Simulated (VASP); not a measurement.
A run of VASP 6.6.1 is set up as follows.

File INCAR:

```
SYSTEM = SnO
ALGO = Normal
EDIFF = 1E-6
ENCUT = 520
ISIF = 2
ISMEAR = 0
LASPH = .True.
LCHARG = .False.
LREAL = .False.
LWAVE = .False.
NBANDS = 28
NELM = 80
PREC = Accurate
SIGMA = 0.15
```

KPOINTS

```
k-points
0
Gamma
  10 10 8
  0 0 0
```

File POSCAR:

```
SnO
1.0
    3.5032000000      0.0000000000      0.0000000000
    0.0000000000      3.5032000000      0.0000000000
    0.0000000000      0.0000000000      4.0967000000
Sn O
2 2
Direct
    0.0000000000      0.5000000000      0.2457459271
    0.5000000000      0.0000000000      0.7542540729
    0.0000000000      0.0000000000      0.0000000000
    0.5000000000      0.5000000000      0.0000000000
```

Potentials or basis: VASP PAW LDA potentials, release 64 (Sn_d, O).

Launch:

```console
$ cat potpaw_LDA.64/Sn_d/POTCAR potpaw_LDA.64/O/POTCAR > POTCAR
$ mpirun -np 1 vasp_std > vasp.out
```

(1) What does it give for the largest force?

(2) Predict the band gap on the k mesh.

(3) What does it give for the pressure?

Answers

(1) 5.630 eV/Å.

(2) zero (band 20 reaches 12.31 eV, above the bottom of band 21 at 11.39 eV).

(3) 51.5 GPa.

Caveat: spin-orbit coupling is left out, which moves the levels of the heavy elements; forces of over 1 eV/Å act on the atoms, so gaps and moduli don't describe the material at rest.
